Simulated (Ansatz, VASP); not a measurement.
## One calculation of Sn2TeS, two programs

```
Sn Te S
1.0
     4.28632    0.00000    0.00000
    -2.14316    3.71207    0.00000
     0.00000    0.00000   14.69164
Sn Te S
4 2 2
Cartesian
  0.0000 2.4747 9.3259
  2.1432 1.2374 1.9801
  2.1432 1.2374 5.3657
  0.0000 2.4747 12.7115
  0.0000 0.0000 0.0000
  0.0000 0.0000 7.3458
  0.0000 2.4747 3.6729
  2.1432 1.2374 11.0187
```

Alike in both runs: task single point; functional PBE; k mesh 6 × 6 × 2; occupations gaussian, width 0.2 eV; no spin polarisation.

```csv
,VASP,Ansatz
version,VASP 6.6.1,Ansatz 0.2.0
potentials or method,"VASP PAW PBE potentials, release 64 (Sn_d, Te, S), cutoff 520 eV","scalar-relativistic, plane waves, PAW"
valence electrons in the cell,80,100
```

```csv
,VASP,Ansatz,Ansatz less VASP
gap on the k mesh at the Fermi level (eV),none,none,-
pressure (GPa),0.0,0.0,+0.03
rms of the force components (eV/Å),0.002,0.003,+0.0009
```

Atom by atom the forces differ by 0.001 eV/Å (rms over components). A gap of «none» marks a metal or a gap that the smearing closes. With one functional, cell and mesh, what is left measures potentials, basis and numerics. VASP's potentials hold 80 valence electrons a cell and Ansatz's 100, so a difference there can come from the potentials and not from the codes.

Spin-orbit coupling is off throughout.
